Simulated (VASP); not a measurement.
Write the native input for VASP 6.6.1 that does the following.

```
Task                   : single point
Functional             : LDA
Potentials or basis    : VASP PAW LDA potentials, release 64 (La)
Cutoff                 : 520 eV
k mesh                 : 15 × 15 × 15
Occupations            : fermi-dirac, width 0.08 eV
Spin                   : no spin polarisation
Dipole correction      : no
Further INCAR settings : ALGO = Normal; EDIFF = 1e-06; NBANDS = 12
```

The structure of La lies in POSCAR:

```
La
1.0
   -1.5503211683      1.5503211683      1.5503211683
    1.5503211683     -1.5503211683      1.5503211683
    1.5503211683      1.5503211683     -1.5503211683
La
1
Direct
    0.0000000000      0.0000000000      0.0000000000
```

This cell differs from its parent crystal: volume scaled by 0.45.

These files were run (other wordings do the same):

INCAR

```
PREC     = Accurate       # precision mode
ENCUT    = 520            # plane-wave cutoff, eV
EDIFF    = 1E-6           # SCF threshold, eV
ISMEAR   = -1             # smearing method
SIGMA    = 0.08           # smearing width, eV
LREAL    = F              # projectors in reciprocal space
LASPH    = T              # aspherical terms in the spheres
NELM     = 60             # most SCF steps
ALGO     = Normal         # electronic algorithm
ISIF     = 2              # what is computed and relaxed
LWAVE    = F              # write WAVECAR
LCHARG   = F              # write CHGCAR
GGA      = CA             # functional
NBANDS   = 12             # bands
```

KPOINTS

```
Automatic mesh
0
Gamma
  15 15 15
```

Potentials or basis: VASP PAW LDA potentials, release 64 (La).

Launch:

```sh
$ cat potpaw_LDA.64/La/POTCAR > POTCAR
$ mpirun -np 1 vasp_std > vasp.out
```

Results of the run:

* Pressure: 141.4 GPa

Run time: 15 s on 1 thread of Intel Xeon 6975P-C (shared host), peak memory 0.15 GiB.
